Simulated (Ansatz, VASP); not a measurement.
## Two plane-wave programs on PbS

```xyz
4
Lattice="2.0569 -3.5658 0.0000 2.0569 3.5658 0.0000 0.0000 0.0000 7.5599" Properties=species:S:1:pos:R:3 pbc="T T T"
Pb    2.0569    3.5585    3.6797
Pb    2.0569   -3.5585    7.4596
S     2.0569   -1.1920    5.2350
S     2.0569    1.1920    1.4550
```

Alike in both runs: task relaxation of cell and atoms; functional BLYP; dispersion D3(BJ); k mesh 5 × 5 × 3; no spin polarisation.

```csv
,VASP,Ansatz
version,VASP 6.6.1,Ansatz 0.2.0
potentials or method,"VASP PAW PBE potentials, release 64 (Pb_d, S)","plane waves, PAW"
plane-wave cutoff (eV),500,420
occupations,"gaussian, width 0.01 eV",fixed
valence electrons in the cell,40,40
```

Ansatz gave:

| Quantity | Value |
| --- | --- |
| relaxed volume (Å³/atom) | 27.05 |
| relaxed cell length with the largest relative difference (Å) | 4.101 |

Question: Estimate VASP's values.

Answer: Relaxed volume (Å³/atom): 27.04; relaxed cell length with the largest relative difference (Å): 4.101.

VASP's potentials were made for PBE, not for BLYP. Ansatz's warnings: relaxed geometry near dispersion switch.

Spin-orbit coupling is off throughout.
